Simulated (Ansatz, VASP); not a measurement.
# Cu in VASP and in Ansatz

```xyz
1
Lattice="-1.4428 1.4428 1.3761 1.4428 -1.4428 1.3761 1.4428 1.4428 -1.3761" Properties=species:S:1:pos:R:3 pbc="T T T"
Cu    0.0000    0.0000    0.0000
```

Alike in both runs: task single point; functional PBEsol; k mesh 10 × 10 × 10; occupations gaussian, width 0.01 eV; no spin polarisation.

```csv
,VASP,Ansatz
version,VASP 6.6.1,Ansatz 0.2.0
potentials or method,"VASP PAW PBE potentials, release 64 (Cu), cutoff 520 eV","scalar-relativistic, plane waves, PAW"
valence electrons in the cell,11,19
```

VASP gave:

- gap on the k mesh at the Fermi level (eV): none
- pressure (GPa): -1.0
- traceless stress, the component that is largest in VASP (GPa): -0.67

Q: Which values does Ansatz return?

A: gap on the k mesh at the Fermi level (eV): none; pressure (GPa): -1.7; traceless stress, the component that is largest in VASP (GPa): -0.39.

VASP's potentials were made for PBE, not for PBEsol. A gap of «none» marks a metal or a gap that the smearing closes. VASP's potentials hold 11 valence electrons a cell and Ansatz's 19, so a difference there can come from the potentials and not from the codes.
